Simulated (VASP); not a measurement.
Here is a VASP 6.6.1 calculation.

INCAR

```
PREC     = Accurate       # precision mode
ENCUT    = 520            # plane-wave cutoff, eV
EDIFF    = 1E-6           # SCF threshold, eV
ISMEAR   = -1             # smearing method
SIGMA    = 0.1            # smearing width, eV
LREAL    = False          # projectors in reciprocal space
LASPH    = True           # aspherical terms in the spheres
NELM     = 80             # most SCF steps
ALGO     = Normal         # electronic algorithm
ISIF     = 2              # what is computed and relaxed
LWAVE    = False          # write WAVECAR
LCHARG   = False          # write CHGCAR
GGA      = RP             # functional
NBANDS   = 7              # bands
```

File KPOINTS:

```
Automatic mesh
0
Gamma
  16 16 16
```

File POSCAR:

```
Be
1.0
    2.1618817852      0.0000000000      0.0000000000
    0.0000000000      2.1618817852      0.0000000000
    0.0000000000      0.0000000000      2.1618817852
Be
1
Direct
    0.0000000000      0.0000000000      0.0000000000
```

Potentials or basis: VASP PAW PBE potentials, release 64 (Be).

Run with:

```bash
$ cat potpaw_PBE.64/Be/POTCAR > POTCAR
$ mpirun -np 1 vasp_std > vasp.out
```

**Question.** What does it give for the pressure?

**Answer.** 3.3 GPa.

**Question.** What does it give for the band gap on the k mesh?

**Answer.** Zero (band 1 reaches 10.49 eV, above the bottom of band 2 at 3.19 eV).

Caveat: the PAW data sets were made with another functional, which shifts forces and pressure a little.
